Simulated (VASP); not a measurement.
The system is SiC.

```xyz
4
Lattice="3.0754 0.0000 0.0000 -1.5377 2.6633 0.0000 0.0000 0.0000 5.0481" Properties=species:S:1:pos:R:3 pbc="T T T"
Si    0.0000    1.7756   -0.0021
Si    1.5377    0.8878    2.5220
C     0.0000    1.7756    1.8951
C     1.5377    0.8878    4.4192
```

Program: VASP 6.6.1. Alike in all runs: task single point; potentials or basis VASP PAW PBE potentials, release 64 (Si, C); no spin polarisation; cell as given; cutoff (eV) 520.

**Question.** Order these runs on this cell by their band gap on the k mesh, lowest first.
A. level HSE06; k mesh 6 × 6 × 4; smearing gaussian 0.01 eV; grid for exact exchange (PRECFOCK) Normal; share of exact exchange 0.25; screening parameter 0.2079 1/Å
B. level PBE; k mesh 12 × 12 × 6; smearing fermi-dirac 0.02 eV
C. level r2SCAN; k mesh 12 × 12 × 6; smearing gaussian 0.01 eV

**Answer.** B (2.27 eV), C (2.66 eV), A (3.16 eV).

A k mesh can miss the band edges.
